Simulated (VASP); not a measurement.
# C (Fd-3m) in VASP: a series of runs

C is run at these levels: LDA; tasks: elastic constants.

All numbers are computed with VASP 6.6.1; they aren't measurements. Logs are shortened: lines on timing, memory, paths and dates and some standing lists are left out, and cuts for length are marked.

## (1) The cell of the first run

Symmetry: Fd-3m, No. 227, cubic system. Conventional cell: a = 3.532 Å, b = 3.532 Å, c = 3.532 Å, α = 90.00°, β = 90.00°, γ = 90.00°. Within 2.0 Å of C (site symmetry -43m) lie 4 C at 1.53 Å.

## (2) Elastic constants, LDA

INCAR

```
SYSTEM = C
PREC = Accurate ; ENCUT = 600
EDIFF = 1E-8 ; ISMEAR = 0
SIGMA = 0.01 ; LREAL = .FALSE.
LASPH = .TRUE. ; NELM = 80
ALGO = Normal ; ISIF = 3
LWAVE = .FALSE. ; LCHARG = .FALSE.
NBANDS = 11 ; IBRION = 6
NFREE = 2 ; POTIM = 0.015
NSW = 1
```

KPOINTS

```
Automatic mesh
0
G
  10 10 10
  0 0 0
```

POSCAR

```
C
1.0
    0.0000000000      1.7658696213      1.7658696213
    1.7658696213      0.0000000000      1.7658696213
    1.7658696213      1.7658696213      0.0000000000
C
2
Direct
    0.5000000000      0.5000000000      0.5000000000
    0.7500000000      0.7500000000      0.7500000000
```

Potentials or basis: VASP PAW LDA potentials, release 64 (C).

Command:

```console
$ cat potpaw_LDA.64/C/POTCAR > POTCAR
$ mpirun -np 1 vasp_std > vasp.out
```

OUTCAR:

```text
SYSTEM = C
   PREC = Accurate
   ENCUT = 600
   EDIFF = 1E-8
   ISMEAR = 0
   LREAL = .FALSE.
   LASPH = .TRUE.
   NELM = 80
   ISIF = 3
   IBRION = 6
   NFREE = 2
   POTIM = 0.015
   NSW = 1

 ion  position               nearest neighbor table
   1  0.500  0.500  0.500-   2 1.53   2 1.53   2 1.53   2 1.53
   2  0.750  0.750  0.750-   1 1.53   1 1.53   1 1.53   1 1.53

  LATTYP: Found a face centered cubic cell.
 ALAT       =     3.5317392426

  Lattice vectors:

 A1 = (   0.0000000000,   1.7658696213,   1.7658696213)
 A2 = (   1.7658696213,   0.0000000000,   1.7658696213)
 A3 = (   1.7658696213,   1.7658696213,   0.0000000000)

Analysis of symmetry for initial positions (statically):
=====================================================================
 Subroutine PRICEL returns:
 Original cell was already a primitive cell.

 Routine SETGRP: Setting up the symmetry group for a
 face centered cubic supercell.

 Subroutine GETGRP returns: Found 48 space group operations
 (whereof 24 operations were pure point group operations)
 out of a pool of 48 trial point group operations.

The static configuration has the point symmetry T_d .
 The point group associated with its full space group is O_h .

Analysis of symmetry for dynamics (positions and initial velocities):
=====================================================================
 Subroutine PRICEL returns:
 Original cell was already a primitive cell.

 Routine SETGRP: Setting up the symmetry group for a
 face centered cubic supercell.

 Subroutine GETGRP returns: Found 48 space group operations
 (whereof 24 operations were pure point group operations)
 out of a pool of 48 trial point group operations.

The dynamic configuration has the point symmetry T_d .
 The point group associated with its full space group is O_h .

 Subroutine INISYM returns: Found 48 space group operations
 (whereof 24 operations are pure point group operations),
 and found     1 'primitive' translations

----------------------------------------------------------------------------------------

                                     Primitive cell

  volume of cell :      11.0130

  direct lattice vectors                    reciprocal lattice vectors
     0.000000000  1.765869621  1.765869621    -0.283146612  0.283146612  0.283146612
     1.765869621  0.000000000  1.765869621     0.283146612 -0.283146612  0.283146612
     1.765869621  1.765869621  0.000000000     0.283146612  0.283146612 -0.283146612

  length of vectors
     2.497316768  2.497316768  2.497316768     0.490424317  0.490424317  0.490424317

  position of ions in fractional coordinates (direct lattice)
     0.500000000  0.500000000  0.500000000
     0.750000000  0.750000000  0.750000000

  ion indices of the primitive-cell ions
   primitive index   ion index
                 1           1
                 2           2

----------------------------------------------------------------------------------------

 KPOINTS: Automatic mesh

Automatic generation of k-mesh.
 Grid dimensions read from file:
 generate k-points for:   10   10   10

 Generating k-lattice:

  Cartesian coordinates                     Fractional coordinates (reciprocal lattice)
    -0.028314661  0.028314661  0.028314661     0.100000000  0.000000000  0.000000000
     0.028314661 -0.028314661  0.028314661     0.000000000  0.100000000  0.000000000
     0.028314661  0.028314661 -0.028314661     0.000000000  0.000000000  0.100000000

  Length of vectors
     0.049042432  0.049042432  0.049042432

[... 105 lines left out ...]

  FORCE on cell =-STRESS in cart. coord.  units (eV):
  Direction    XX          YY          ZZ          XY          YZ          ZX
  --------------------------------------------------------------------------------------
  -------------------------------------------------------------------------------------
  Total        0.0575815      0.0575815      0.0575815     -0.0000000     -0.0000000     -0.0000000
  in kB        8.3769833      8.3769833      8.3769833     -0.0000000     -0.0000000     -0.0000000
  external PRESSURE =       8.3769833 kB  Pullay stress =       0.0000000 kB
[... 89 lines left out ...]
  FREE ENERGIE OF THE ION-ELECTRON SYSTEM (eV)
  ---------------------------------------------------
  free  energy   TOTEN  =       -20.2424334700 eV

  energy  without entropy=      -20.2424334700  energy(sigma->0) =      -20.24243347

[... ionic steps 4 to 12 ...]

--------------------------------------- Ionic step       13  -------------------------------------------

 number of electron       7.9999998 magnetization

------------------------ aborting loop because EDIFF is reached ----------------------------------------
[... 67 lines left out ...]
--------------------------------------- Ionic step       15  -------------------------------------------

 number of electron       7.9999999 magnetization

 Free energy of the ion-electron system (eV)
  ---------------------------------------------------
  ext. energy  EPLUGINS =         0.00000000
  ---------------------------------------------------
  free energy    TOTEN  =       -20.24757803 eV

  energy without entropy =      -20.24757803  energy(sigma->0) =      -20.24757803

 E-fermi :  10.5429     XC(G=0): -13.6432

 val. band max:       10.3950365738   @ k =   0.0000   0.0000   0.0000
 cond. band min:      14.3589403538   @ k =   0.4000   0.4000   0.0000
 fundamental gap:      3.9639037800
 Fermi energy:        10.5428817341

 k-point     1 :       0.0000    0.0000    0.0000
  band No.  band energies     occupation
      1     -11.5568      2.00000
      2       9.9241      2.00000
      3      10.1628      2.00000
      4      10.3950      2.00000
      5      15.5795      0.00000
      6      15.7816      0.00000
      7      15.9949      0.00000
      8      24.3962      0.00000
      9      29.5548      0.00000
     10      37.1240      0.00000
     11      37.1252      0.00000
[... 309 lines left out ...]
 k-point    24 :       0.4000    0.3000    0.0000
  band No.  band energies     occupation
      1      -6.8738      2.00000
      2       2.1919      2.00000
      3       3.9444      2.00000
      4       4.6648      2.00000
      5      15.0126      0.00000
      6      18.1814      0.00000
      7      24.4139      0.00000
      8      24.5835      0.00000
      9      32.2673      0.00000
     10      33.2004      0.00000
     11      41.4313      0.00000

 [... further k-points ...]
[... 5 lines left out ...]
  --------------------------------------------------------------------------------------
  -------------------------------------------------------------------------------------
  Total        0.0603578      0.0649615      0.0649615      0.0000000     -0.0650784      0.0000000
  in kB        8.7808748      9.4506249      9.4506249      0.0000000     -9.4676362      0.0000000
  external PRESSURE =       9.2273749 kB  Pullay stress =       0.0000000 kB
[... 17 lines left out ...]
  FREE ENERGIE OF THE ION-ELECTRON SYSTEM (eV)
  ---------------------------------------------------
  free  energy   TOTEN  =       -20.2475780281 eV

  energy  without entropy=      -20.2475780281  energy(sigma->0) =      -20.24757803

 INTERNAL STRAIN TENSORS FROM STRAINED CELLS
 ============================================

 INTERNAL STRAIN TENSOR FOR ION    1 for displacements in x,y,z  (eV/Angst):
          X           Y           Z          XY          YZ          ZX
  --------------------------------------------------------------------------------
  x    -0.00000     0.00000    -0.00000    -0.00000     4.33985    -0.00000
  y    -0.00000    -0.00000    -0.00000     0.00000     0.00000     4.33995
  z    -0.00000     0.00000     0.00000     4.33971     0.00000     0.00000

 INTERNAL STRAIN TENSORS FROM DISPLACED ATOMS
 ============================================

 INTERNAL STRAIN TENSOR FOR ION    1 for displacements in x,y,z  (eV/Angst):
          X           Y           Z          XY          YZ          ZX
  --------------------------------------------------------------------------------
  x     0.00000     0.00000     0.00000     0.00000     4.33994     0.00000
  y     0.00000     0.00000     0.00000     0.00000     0.00000     4.33994
  z     0.00000     0.00000     0.00000     4.33994     0.00000     0.00000

 INTERNAL STRAIN TENSOR FOR ION    2 for displacements in x,y,z  (eV/Angst):
          X           Y           Z          XY          YZ          ZX
  --------------------------------------------------------------------------------
  x    -0.00000     0.00000     0.00000     0.00000    -4.33994     0.00000
  y     0.00000    -0.00000     0.00000     0.00000     0.00000    -4.33994
  z     0.00000     0.00000    -0.00000    -4.33994     0.00000     0.00000

 Eigenvectors and eigenvalues of the dynamical matrix
 ----------------------------------------------------

   1 f  =   39.761647 THz   249.829797 2PiTHz 1326.305785 cm-1   164.440885 meV
             X         Y         Z           dx          dy          dz
      1.765870  1.765870  1.765870     0.000000   -0.707107    0.000000
      2.648804  2.648804  2.648804     0.000000    0.707107    0.000000
[... 21 lines left out ...]
   6 f  =    0.000000 THz     0.000000 2PiTHz    0.000000 cm-1     0.000000 meV
             X         Y         Z           dx          dy          dz
      1.765870  1.765870  1.765870     0.000000    0.000000    0.707107
      2.648804  2.648804  2.648804     0.000000    0.000000    0.707107

--------------------------------------------------------------------------------------------------------

 ELASTIC MODULI CONTR FROM IONIC RELAXATION (kBar)
 Direction    XX          YY          ZZ          XY          YZ          ZX
 --------------------------------------------------------------------------------
 XX          -0.0000      0.0000     -0.0000     -0.0000     -0.0000      0.0000
 YY           0.0000     -0.0000      0.0000      0.0000      0.0000     -0.0000
 ZZ          -0.0000      0.0000     -0.0000     -0.0000     -0.0000      0.0000
 XY          -0.0000      0.0000     -0.0000    -70.5336     -0.0000      0.0000
 YZ          -0.0000      0.0000     -0.0000     -0.0000    -70.5336      0.0000
 ZX           0.0000     -0.0000      0.0000      0.0000      0.0000    -70.5336
 --------------------------------------------------------------------------------

 TOTAL ELASTIC MODULI (kBar)
 Direction    XX          YY          ZZ          XY          YZ          ZX
 --------------------------------------------------------------------------------
 XX       11032.0993   1493.2292   1493.2292      0.0000      0.0000      0.0000
 YY        1493.2292  11032.0993   1493.2292      0.0000     -0.0000     -0.0000
 ZZ        1493.2292   1493.2292  11032.0993     -0.0000      0.0000      0.0000
 XY           0.0000      0.0000     -0.0000   5942.6529     -0.0000      0.0000
 YZ           0.0000     -0.0000      0.0000     -0.0000   5942.6529      0.0000
 ZX           0.0000     -0.0000      0.0000      0.0000      0.0000   5942.6529
 --------------------------------------------------------------------------------
```

It took 2.4 min on 1 thread of Intel Xeon Platinum 8259CL at 2.50GHz (Skylake/Cascade Lake), shared host; peak memory 0.17 GiB.

Results:

| Quantity | Value |
| --- | --- |
| Elastic constants C11, C12, C44 | 1103, 149, 594 GPa |
| Voigt bulk modulus | 467 GPa |
| Highest phonon frequency at Γ | 1326 cm⁻¹ |

Phonon frequencies in cm⁻¹ (negative: imaginary):
```
              q point           frequencies
(0.000, 0.000, 0.000)  0 0 0 1326 1326 1326
```

Elastic tensor in Voigt notation (GPa, in the Cartesian axes of the cell as first typed):
```
1103  149  149    0    0    0
 149 1103  149    0    0    0
 149  149 1103    0    0    0
   0    0    0  594    0    0
   0    0    0    0  594    0
   0    0    0    0    0  594
```

Clamped-ion elastic tensor (GPa):
```
1103  149  149    0    0    0
 149 1103  149    0    0    0
 149  149 1103    0    0    0
   0    0    0  601    0    0
   0    0    0    0  601    0
   0    0    0    0    0  601
```

## (3) Elastic constants, LDA

This run uses another cell than the first one, of 5.50 Å³/atom, 0.998 times its volume.

INCAR

```
SYSTEM = C
ALGO = Normal
EDIFF = 1E-8
ENCUT = 600
IBRION = 6
ISIF = 3
ISMEAR = 0
LASPH = .TRUE.
LCHARG = .FALSE.
LREAL = .FALSE.
LWAVE = .FALSE.
NBANDS = 11
NELM = 60
NFREE = 2
NSW = 1
POTIM = 0.015
PREC = Accurate
SIGMA = 0.01
```

KPOINTS

```
k-points
0
G
  10 10 10
  0 0 0
```

POSCAR

```
C
1.0
    0.0000000000      1.7646522272      1.7646522272
    1.7646522272      0.0000000000      1.7646522272
    1.7646522272      1.7646522272      0.0000000000
C
2
Direct
    0.5000000000      0.5000000000      0.5000000000
    0.7500000000      0.7500000000      0.7500000000
```

Potentials or basis: VASP PAW LDA potentials, release 64 (C).

Command:

```console
$ cat potpaw_LDA.64/C/POTCAR > POTCAR
$ mpirun -np 1 vasp_std > vasp.out
```

It took 2.8 min on 1 thread of Intel Xeon Platinum 8259CL at 2.50GHz (Skylake/Cascade Lake), shared host; peak memory 0.17 GiB.

It converged, with:

- Elastic constants C11, C12, C44: 1107, 151, 597 GPa
- Voigt bulk modulus: 470 GPa
- Highest phonon frequency at Γ: 1329 cm⁻¹

Phonon frequencies in cm⁻¹ (negative: imaginary):
| q point | frequencies |
| --- | --- |
| (0.000, 0.000, 0.000) | 0 0 0 1329 1329 1329 |

Elastic tensor in Voigt notation (GPa, in the Cartesian axes of the cell as first typed):
```
1107  151  151    0    0    0
 151 1107  151    0    0    0
 151  151 1107    0    0    0
   0    0    0  597    0    0
   0    0    0    0  597    0
   0    0    0    0    0  597
```

Clamped-ion elastic tensor (GPa):
```
1107  151  151    0    0    0
 151 1107  151    0    0    0
 151  151 1107    0    0    0
   0    0    0  604    0    0
   0    0    0    0  604    0
   0    0    0    0    0  604
```

Caveat: the cell is under stress, which shifts elastic constants.

## (4) Elastic constants, LDA

This run uses another cell than the first one, of 5.48 Å³/atom, 0.996 times its volume.

INCAR, as its differences from that of step 3:

```diff
@@ -4,2 +4,3 @@
 ENCUT = 600
+GGA = CA
 IBRION = 6
@@ -11,3 +12,2 @@
 LWAVE = .FALSE.
-NBANDS = 11
 NELM = 60
```

KPOINTS is that of step 3.

POSCAR

```
C
1.0
    0.0000000000      1.7634384256      1.7634384256
    1.7634384256      0.0000000000      1.7634384256
    1.7634384256      1.7634384256      0.0000000000
C
2
Direct
    0.5000000000      0.5000000000      0.5000000000
    0.7500000000      0.7500000000      0.7500000000
```

Command:

```console
$ cat potpaw_LDA.64/C/POTCAR > POTCAR
$ mpirun -np 1 vasp_std > vasp.out
```

Run time: 1.8 min. Hardware: 1 thread of Intel Xeon Platinum 8259CL at 2.50GHz (Skylake/Cascade Lake), shared host; peak memory 0.15 GiB.

Results (log left out):

- Elastic constants C11, C12, C44: 1111, 153, 600 GPa
- Voigt bulk modulus: 472 GPa
- Highest phonon frequency at Γ: 1332 cm⁻¹

Phonon frequencies in cm⁻¹ (negative: imaginary):
```
              q point           frequencies
(0.000, 0.000, 0.000)  0 0 0 1332 1332 1332
```

Elastic tensor in Voigt notation (GPa, in the Cartesian axes of the cell as first typed):
```
1111  153  153    0    0    0
 153 1111  153    0    0    0
 153  153 1111    0    0    0
   0    0    0  600    0    0
   0    0    0    0  600    0
   0    0    0    0    0  600
```

Clamped-ion elastic tensor (GPa):
```
1111  153  153    0    0    0
 153 1111  153    0    0    0
 153  153 1111    0    0    0
   0    0    0  608    0    0
   0    0    0    0  608    0
   0    0    0    0    0  608
```

Caveat: the cell is under stress, which shifts elastic constants.
